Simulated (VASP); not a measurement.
The system is Sb.

```
Sb
1.0
     3.09549    0.00000    0.00000
     0.00000    3.09549    0.00000
     0.00000    0.00000    3.09549
Sb
1
Direct
  0.00000 0.00000 0.00000
```

This isn't the form of Sb at room conditions, which is rhombohedral.

Base run:

* Program: VASP 6.6.1
* Functional: PBE0
* Potentials or basis: VASP PAW PBE potentials, release 64 (Sb_d_GW)
* Cutoff: 400 eV
* k mesh: 6 × 6 × 6
* Occupations: fermi-dirac, width 0.05 eV
* Spin: no spin polarisation

Its results: band gap on the k mesh zero (an odd number of electrons rules out a gap without spin polarisation); pressure -2.4 GPa.

**Question.** The run is repeated on the same cell with these changes: functional from PBE0 to r2SCAN0; cutoff from 400 eV to 440 eV; k mesh from 6 × 6 × 6 to 4 × 4 × 4. What comes out?

**Answer.** Band gap on the k mesh zero (an odd number of electrons rules out a gap without spin polarisation); pressure -3.4 GPa.

Several settings changed at once.

Caveats: some runs use coarse meshes; the PAW data sets were made with another functional, which shifts forces and pressure a little; spin-orbit coupling is left out, which moves the levels of the heavy elements; an odd number of electrons without spin polarisation forces a metal; a magnetic or distorted state may lie lower.
